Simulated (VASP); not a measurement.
# MnO2 (P4_2/mnm) in VASP: notebook

MnO2 is run at these levels: PBEsol, r2SCAN; tasks: single point.

Everything below comes from runs of VASP 6.6.1. Logs are shortened: lines on timing, memory, paths and dates and some standing lists are left out, and cuts for length are marked.

## Step 1: The cell of the first run

Symmetry: P4_2/mnm, No. 136, tetragonal system. Conventional cell: a = 4.371 Å, b = 4.371 Å, c = 2.848 Å, α = 90.00°, β = 90.00°, γ = 90.00°. Within 2.5 Å of Mn (site symmetry mmm) lie 6 O at 1.87 to 1.88 Å. O (site symmetry m2m) has 3 Mn at 1.87 to 1.88 Å and 1 O at 2.41 Å within 2.5 Å.

## Step 2: Single point, PBEsol, collinear spin, ferromagnetic start

INCAR reads:

```
SYSTEM = MnO2
  PREC = Accurate
  ENCUT = 520
  EDIFF = 1E-6
  ISMEAR = -1
  SIGMA = 0.05
  LREAL = .False.
  LASPH = .True.
  NELM = 150
  ALGO = Normal
  ISIF = 2
  LWAVE = .False.
  LCHARG = .False.
  ISPIN = 2
  MAGMOM = 4 4 0 0 0 0
  LORBIT = 11
  LMAXMIX = 4
  GGA = PS
  NBANDS = 38
```

KPOINTS reads:

```
Automatic mesh
0
Gamma
  6 6 9
  0 0 0
```

POSCAR reads:

```
MnO2
1.0
    4.3708845610      0.0000000000      0.0000000000
    0.0000000000      4.3708845610      0.0000000000
    0.0000000000      0.0000000000      2.8478352264
Mn O
2 4
Direct
    0.5000000000      0.5000000000      0.5000000000
    0.0000000000      0.0000000000      0.0000000000
    0.8049161500      0.1950838500      0.5000000000
    0.6950838500      0.6950838500      0.0000000000
    0.1950838500      0.8049161500      0.5000000000
    0.3049161500      0.3049161500      0.0000000000
```

Potentials or basis: VASP PAW PBE potentials, release 64 (Mn_pv, O).

On the command line:

```sh
$ cat potpaw_PBE.64/Mn_pv/POTCAR potpaw_PBE.64/O/POTCAR > POTCAR
$ mpirun -np 1 vasp_std > vasp.out
```

OUTCAR:

```text
SYSTEM = MnO2
   PREC = Accurate
   ENCUT = 520
   EDIFF = 1E-6
   ISMEAR = -1
   LREAL = .False.
   LASPH = .True.
   NELM = 150
   ISIF = 2
   ISPIN = 2
   LORBIT = 11
   GGA = PS

 ion  position               nearest neighbor table
   1  0.500  0.500  0.500-   4 1.87   6 1.87   4 1.87   6 1.87   5 1.88   3 1.88
   2  0.000  0.000  0.000-   3 1.87   5 1.87   3 1.87   5 1.87   4 1.88   6 1.88
   3  0.805  0.195  0.500-   2 1.87   2 1.87   1 1.88
   4  0.695  0.695  0.000-   1 1.87   1 1.87   2 1.88
   5  0.195  0.805  0.500-   2 1.87   2 1.87   1 1.88
   6  0.305  0.305  0.000-   1 1.87   1 1.87   2 1.88

  LATTYP: Found a simple tetragonal cell.
 ALAT       =     4.3708845610
 C/A-ratio  =     0.6515466576

  Lattice vectors:

 A1 = (   4.3708845610,   0.0000000000,   0.0000000000)
 A2 = (   0.0000000000,   4.3708845610,   0.0000000000)
 A3 = (   0.0000000000,   0.0000000000,   2.8478352264)

Analysis of symmetry for initial positions (statically):
=====================================================================
 Subroutine PRICEL returns:
 Original cell was already a primitive cell.

 Routine SETGRP: Setting up the symmetry group for a
 simple tetragonal supercell.

 Subroutine GETGRP returns: Found 16 space group operations
 (whereof  8 operations were pure point group operations)
 out of a pool of 16 trial point group operations.

The static configuration has the point symmetry D_2h.
 The point group associated with its full space group is D_4h.

Analysis of symmetry for dynamics (positions and initial velocities):
=====================================================================
 Subroutine PRICEL returns:
 Original cell was already a primitive cell.

 Routine SETGRP: Setting up the symmetry group for a
 simple tetragonal supercell.

 Subroutine GETGRP returns: Found 16 space group operations
 (whereof  8 operations were pure point group operations)
 out of a pool of 16 trial point group operations.

The dynamic configuration has the point symmetry D_2h.
 The point group associated with its full space group is D_4h.

Analysis of structural, dynamic, and magnetic symmetry:
=====================================================================
 Subroutine PRICEL returns:
 Original cell was already a primitive cell.

 Routine SETGRP: Setting up the symmetry group for a
 simple tetragonal supercell.

 Subroutine GETGRP returns: Found 16 space group operations
 (whereof  8 operations were pure point group operations)
 out of a pool of 16 trial point group operations.

The overall configuration has the point symmetry D_2h.
 The point group associated with its full space group is D_4h.

 Subroutine INISYM returns: Found 16 space group operations
 (whereof  8 operations are pure point group operations),
 and found     1 'primitive' translations

----------------------------------------------------------------------------------------

                                     Primitive cell

  volume of cell :      54.4068

  direct lattice vectors                    reciprocal lattice vectors
     4.370884561  0.000000000  0.000000000     0.228786642  0.000000000  0.000000000
     0.000000000  4.370884561  0.000000000     0.000000000  0.228786642  0.000000000
     0.000000000  0.000000000  2.847835226     0.000000000  0.000000000  0.351143911

  length of vectors
     4.370884561  4.370884561  2.847835226     0.228786642  0.228786642  0.351143911

  position of ions in fractional coordinates (direct lattice)
     0.500000000  0.500000000  0.500000000
     0.000000000  0.000000000  0.000000000
     0.804916150  0.195083850  0.500000000
     0.695083850  0.695083850  0.000000000
     0.195083850  0.804916150  0.500000000
     0.304916150  0.304916150  0.000000000

  ion indices of the primitive-cell ions
   primitive index   ion index
                 1           1
                 2           2
                 3           3
                 4           4
                 5           5
                 6           6

----------------------------------------------------------------------------------------

 KPOINTS: Automatic mesh

Automatic generation of k-mesh.
 Grid dimensions read from file:
 generate k-points for:    6    6    9

 Generating k-lattice:

  Cartesian coordinates                     Fractional coordinates (reciprocal lattice)
     0.038131107  0.000000000  0.000000000     0.166666667  0.000000000  0.000000000
     0.000000000  0.038131107  0.000000000     0.000000000  0.166666667  0.000000000
     0.000000000  0.000000000  0.039015990     0.000000000  0.000000000  0.111111111

  Length of vectors
     0.038131107  0.038131107  0.039015990

  Shift w.r.t. Gamma in fractional coordinates (k-lattice)
     0.000000000  0.000000000  0.000000000

 Subroutine IBZKPT returns following result:
 ===========================================

 Found     50 irreducible k-points:

 Following reciprocal coordinates:
            Coordinates               Weight
  0.000000  0.000000  0.000000      1.000000
  0.166667  0.000000  0.000000      4.000000
  0.333333  0.000000  0.000000      4.000000
  0.500000  0.000000  0.000000      2.000000
  0.166667  0.166667  0.000000      4.000000
  0.333333  0.166667  0.000000      8.000000
[... 16 lines left out ...]
  0.333333  0.000000  0.222222      8.000000
  0.500000  0.000000  0.222222      4.000000
 [... further k-points ...]
   k-points           NKPTS =     50   k-points in BZ     NKDIM =     50   number of bands    NBANDS=     38
   number of dos      NEDOS =    301   number of ions     NIONS =      6
   total plane-waves  NPLWV =  31104
   dimension x,y,z NGX =    36 NGY =   36 NGZ =   24
   dimension x,y,z NGXF=    72 NGYF=   72 NGZF=   48
   ions per type =               2   4
   NGX,Y,Z   is equivalent  to a cutoff of  13.69, 13.69, 14.01 a.u.
   NGXF,Y,Z  is equivalent  to a cutoff of  27.39, 27.39, 28.02 a.u.
 SYSTEM =  MnO2
   PREC   = accura    normal or accurate (medium, high low for compatibility)
   ISTART =      0    job   : 0-new  1-cont  2-samecut
   ICHARG =      2    charge: 1-file 2-atom 10-const
   ISPIN  =      2    spin polarized calculation?
   LNONCOLLINEAR =      F non collinear calculations
   LSORBIT =      F    spin-orbit coupling
   LASPH  =      T    aspherical Exc in radial PAW
   ENCUT  =  520.0 eV  38.22 Ry    6.18 a.u.   8.13  8.13  5.30*2*pi/ulx,y,z
   NELM   =    150;   NELMIN=  2; NELMDL= -5     # of ELM steps
   EDIFF  = 0.1E-05   stopping-criterion for ELM
   LREAL  =      F    real-space projection
   EDIFFG = 0.1E-04   stopping-criterion for IOM
   NSW    =      0    number of steps for IOM
   IBRION =     -1    ionic relax: 0-MD 1-quasi-New 2-CG
   NFREE  =      0    steps in history (QN), initial steepest desc. (CG)
   ISIF   =      2    stress and relaxation
   ISYM   =      2    0-nonsym 1-usesym 2-fastsym
   POTIM  = 0.5000    time-step for ionic-motion
   TEBEG  =    0.0;   TEEND  =   0.0 temperature during run
   PSTRESS=    0.0 pullay stress
   NELECT =      50.0000    total number of electrons
   NUPDOWN=      -1.0000    fix difference up-down
   EMIN   =  10.00;   EMAX   =-10.00  energy-range for DOS
   EFERMI =   0.00;   METHOD = LEGACY
   ISMEAR =    -1;   SIGMA  =   0.05  broadening in eV -4-tet -1-fermi 0-gaus
   EFERMI_NEDOS =   21; number of points for ismear=-14 and -15
   IALGO  =     38    algorithm
   IMIX   =      4    mixing-type and parameters
     AMIX     =   0.40;   BMIX     =  1.00
     AMIX_MAG =   1.60;   BMIX_MAG =  1.00
  volume/ion in A,a.u.               =       9.07        61.19
  Fermi-wavevector in a.u.,A,eV,Ry     =   1.591648  3.007778 34.468223  2.533343
  Thomas-Fermi vector in A             =   2.690156
   LORBIT       =     11    0 simple, 1 ext, 2 COOP (PROOUT), +10 PAW based schemes
   GGA     = PS    functional components
   LHFCALC =     F    Hartree Fock is set to
   AEXX    =    0.0000 exact exchange contribution
   IVDW    =     0    specifies the selected vdW correction
   LEPSILON=     F    determine dielectric tensor
   LRPA    =     F    only Hartree local field effects (RPA)
 spin polarized calculation
  energy-cutoff  :      520.00
  volume of cell :       54.41
 maximum number of plane-waves:      1504
 NGX is ok and might be reduce to    36
   NGX = 17   NGY = 17   NGZ = 11

 number of electron      49.9999972 magnetization       5.9407495

 Free energy of the ion-electron system (eV)
  ---------------------------------------------------
  ext. energy  EPLUGINS =         0.00000000
  ---------------------------------------------------
  free energy    TOTEN  =       -50.33167753 eV

  energy without entropy =      -50.32323568  energy(sigma->0) =      -50.32745660

 E-fermi :   5.6772     XC(G=0): -12.4352

 val. band max:        5.6583534622   @ k =   0.1667   0.1667   0.0000
 cond. band min:       5.7398381251   @ k =   0.0000   0.0000   0.1111
 fundamental gap:      0.0814846629
 Fermi energy:         5.6772380842

 spin component 1

 k-point     1 :       0.0000    0.0000    0.0000
  band No.  band energies     occupation
      1     -45.0134      1.00000
      2     -45.0047      1.00000
      3     -44.9292      1.00000
      4     -44.9292      1.00000
      5     -44.8537      1.00000
      6     -44.8537      1.00000
[... 29 lines left out ...]
     36      19.0797      0.00000
     37      20.2417      0.00000

 k-point     2 :       0.1667    0.0000    0.0000
  band No.  band energies     occupation
      1     -45.0129      1.00000
      2     -45.0053      1.00000
      3     -44.9285      1.00000
      4     -44.9285      1.00000
      5     -44.8545      1.00000
      6     -44.8545      1.00000
[... 29 lines left out ...]
     36      19.0452      0.00000
     37      20.1991      0.00000
[... 838 lines left out ...]
     36      19.8273      0.00000
     37      20.5167      0.00000

 k-point    24 :       0.5000    0.0000    0.2222
  band No.  band energies     occupation
      1     -45.0602      1.00000
      2     -45.0602      1.00000
      3     -44.9183      1.00000
      4     -44.9183      1.00000
      5     -44.8528      1.00000
      6     -44.8528      1.00000
[... 29 lines left out ...]
     36      19.3907      0.00000
     37      21.0385      0.00000

 [... further k-points ...]

 spin component 2

 k-point     1 :       0.0000    0.0000    0.0000
  band No.  band energies     occupation
      1     -42.1121      1.00000
      2     -42.1013      1.00000
      3     -42.0354      1.00000
      4     -42.0354      1.00000
      5     -41.9405      1.00000
      6     -41.9405      1.00000
[... 29 lines left out ...]
     36      19.9807      0.00000
     37      20.6638      0.00000

 k-point     2 :       0.1667    0.0000    0.0000
  band No.  band energies     occupation
      1     -42.1114      1.00000
      2     -42.1021      1.00000
      3     -42.0345      1.00000
      4     -42.0345      1.00000
      5     -41.9416      1.00000
      6     -41.9415      1.00000
[... 29 lines left out ...]
     36      19.9015      0.00000
     37      20.6219      0.00000
[... 838 lines left out ...]
     36      20.4394      0.00000
     37      20.9711      0.00000

 k-point    24 :       0.5000    0.0000    0.2222
  band No.  band energies     occupation
      1     -42.1671      1.00000
      2     -42.1671      1.00000
      3     -42.0216      1.00000
      4     -42.0216      1.00000
      5     -41.9399      1.00000
      6     -41.9399      1.00000
[... 29 lines left out ...]
     36      19.9851      0.00000
     37      21.4773      0.00000

 [... further k-points ...]

 [bands above 37 left out]

------------------------ aborting loop because EDIFF is reached ----------------------------------------

  FORCE on cell =-STRESS in cart. coord.  units (eV):
  Direction    XX          YY          ZZ          XY          YZ          ZX
  --------------------------------------------------------------------------------------
  -------------------------------------------------------------------------------------
  Total        1.1723622      1.1723622      0.6590076     -0.0000000      0.0000000      0.0000000
  in kB       34.5238224     34.5238224     19.4065114     -0.0000000      0.0000000      0.0000000
  external PRESSURE =      29.4847187 kB  Pullay stress =       0.0000000 kB

 VOLUME and BASIS-vectors are now :
 -----------------------------------------------------------------------------
  energy-cutoff  :      520.00
  volume of cell :       54.41
      direct lattice vectors                 reciprocal lattice vectors
     4.370884561  0.000000000  0.000000000     0.228786642  0.000000000  0.000000000
     0.000000000  4.370884561  0.000000000     0.000000000  0.228786642  0.000000000
     0.000000000  0.000000000  2.847835226     0.000000000  0.000000000  0.351143911

 POSITION                                       TOTAL-FORCE (eV/Angst)
 -----------------------------------------------------------------------------------
      2.18544      2.18544      1.42392        -0.000000     -0.000000      0.000000
      0.00000      0.00000      0.00000        -0.000000     -0.000000      0.000000
      3.51820      0.85269      1.42392        -0.037779      0.037779      0.000000
      3.03813      3.03813      0.00000         0.037779      0.037779      0.000000
      0.85269      3.51820      1.42392         0.037779     -0.037779      0.000000
      1.33275      1.33275      0.00000        -0.037779     -0.037779      0.000000
 -----------------------------------------------------------------------------------
    total drift:                                0.000000      0.000000      0.000000

  FREE ENERGIE OF THE ION-ELECTRON SYSTEM (eV)
  ---------------------------------------------------
  free  energy   TOTEN  =       -50.3316775263 eV

  energy  without entropy=      -50.3232356817  energy(sigma->0) =      -50.32745660

 total charge

# of ion       s       p       d       tot
------------------------------------------
    1        0.368   6.497   4.937  11.802
    2        0.368   6.497   4.937  11.802
    3        1.564   3.457   0.000   5.021
    4        1.564   3.457   0.000   5.021
    5        1.564   3.457   0.000   5.021
    6        1.564   3.457   0.000   5.021
--------------------------------------------------
tot          6.992  26.823   9.874  43.690

 magnetization (x)

# of ion       s       p       d       tot
------------------------------------------
    1        0.017   0.030   2.609   2.655
    2        0.017   0.030   2.609   2.655
    3        0.000   0.100   0.000   0.100
    4        0.000   0.100   0.000   0.100
    5        0.000   0.100   0.000   0.100
    6        0.000   0.100   0.000   0.100
--------------------------------------------------
tot          0.035   0.458   5.217   5.711
```

Wall time 2.8 min (1 thread of Intel Xeon Platinum 8259CL at 2.50GHz (Skylake/Cascade Lake), shared host); peak memory 0.29 GiB.

Results:

```
Free energy                                           : -50.3317 eV
Pressure                                              : 2.9 GPa
Largest force                                         : 0.053 eV/Å
Net moment                                            : 5.94 μB per cell
Site moments                                          : Mn +2.65; O +0.10 μB
Valence electrons inside the program's atomic spheres : Mn 11.80; O 5.02
```

Forces in eV/Å, atoms in the order of the input:
```
Mn   0.000  0.000  0.000
Mn   0.000  0.000  0.000
O   -0.038  0.038  0.000
O    0.038  0.038  0.000
O    0.038 -0.038  0.000
O   -0.038 -0.038  0.000
```

Caveat: the PAW data sets were made with another functional, which shifts forces and pressure a little; semilocal functionals often make such compounds metallic where correlation or magnetic order opens a gap, which also shifts bond lengths; only a ferromagnetic start was run, and an antiferromagnetic order may lie lower in energy. With open d or f shells a metallic result of PBEsol can be an artefact of self-interaction; +U or a hybrid may open a gap.

## Step 3: Single point, PBEsol, collinear spin, ferromagnetic start

This run uses another cell than the first one, of 9.81 Å³/atom, 1.082 times its volume.

INCAR reads:

```
PREC = Accurate
ENCUT = 520
EDIFF = 1E-6
ISMEAR = -1
SIGMA = 0.05
LREAL = False
LASPH = True
NELM = 150
ALGO = Normal
ISIF = 2
LWAVE = False
LCHARG = False
ISPIN = 2
MAGMOM = 4 4 0 0 0 0
LORBIT = 11
LMAXMIX = 4
GGA = PS
NBANDS = 38
```

KPOINTS reads:

```
Automatic mesh
0
Gamma
  6 6 9
```

Changes to POSCAR since step 2:

```diff
@@ -2,5 +2,5 @@
 1.0
-    4.3708845610      0.0000000000      0.0000000000
-    0.0000000000      4.3708845610      0.0000000000
-    0.0000000000      0.0000000000      2.8478352264
+    4.4867230866      0.0000000000      0.0000000000
+    0.0000000000      4.4867230866      0.0000000000
+    0.0000000000      0.0000000000      2.9233094305
 Mn O
```

Potentials or basis: VASP PAW PBE potentials, release 64 (Mn_pv, O).

On the command line:

```sh
$ cat potpaw_PBE.64/Mn_pv/POTCAR potpaw_PBE.64/O/POTCAR > POTCAR
$ mpirun -np 1 vasp_std > vasp.out
```

Run time: 3.8 min. Hardware: 1 thread of Intel Xeon Platinum 8259CL at 2.50GHz (Skylake/Cascade Lake), shared host; peak memory 0.3 GiB.

The run converged. Its results:

| Property | Result |
| --- | --- |
| Free energy | -50.1613 eV |
| Pressure | -14.7 GPa |
| Largest force | 0.272 eV/Å |
| Band gap on the k mesh | zero (filled and empty bands overlap) |
| Net moment | 6.00 μB per cell |
| Site moments | Mn +2.75; O +0.07 μB |
| Valence electrons inside the program's atomic spheres | Mn 11.61; O 4.97 |

Forces on the atoms (eV/Å):
```
Mn   0.000  0.000  0.000
Mn   0.000  0.000  0.000
O    0.192 -0.192  0.000
O   -0.192 -0.192  0.000
O   -0.192  0.192  0.000
O    0.192  0.192  0.000
```

Stress tensor (GPa, compression positive):
```
-13.28   0.00   0.00
  0.00 -13.28   0.00
  0.00   0.00 -17.67
```

Levels at points of the mesh, in eV from the Fermi level:
Spin up:
| k point | band 24 | band 25 | band 26 | band 27 | band 28 | band 29 | band 30 | band 31 | band 32 | band 33 |
| --- | --- | --- | --- | --- | --- | --- | --- | --- | --- | --- |
| (0.00, 0.00, 0.00) | -1.58 | -1.11 | -1.11 | -0.55 | -0.40 | -0.15 | 2.48 | 2.48 | 3.14 | 7.04 |
| (0.50, 0.00, 0.00) | -1.55 | -1.35 | -1.35 | -0.65 | -0.65 | 1.96 | 1.96 | 2.25 | 2.25 | 9.43 |
| (0.50, 0.50, 0.00) | -2.44 | -2.00 | -2.00 | -0.01 | -0.01 | 1.18 | 1.18 | 2.45 | 2.45 | 10.78 |
Spin down:
| k point | band 19 | band 20 | band 21 | band 22 | band 23 | band 24 | band 25 | band 26 |
| --- | --- | --- | --- | --- | --- | --- | --- | --- |
| (0.00, 0.00, 0.00) | -1.55 | -0.85 | -0.85 | -0.28 | 0.20 | 0.45 | 0.61 | 0.61 |
| (0.50, 0.00, 0.00) | -2.68 | -2.68 | -1.07 | -1.07 | 0.81 | 0.81 | 1.14 | 1.14 |
| (0.50, 0.50, 0.00) | -2.37 | -2.37 | -1.81 | -1.81 | 0.22 | 0.22 | 0.62 | 0.62 |

Caveat: the PAW data sets were made with another functional, which shifts forces and pressure a little; semilocal functionals often make such compounds metallic where correlation or magnetic order opens a gap, which also shifts bond lengths; only a ferromagnetic start was run, and an antiferromagnetic order may lie lower in energy. With open d or f shells a metallic result of PBEsol can be an artefact of self-interaction; +U or a hybrid may open a gap.

(Part 1 of 2 ends here.)
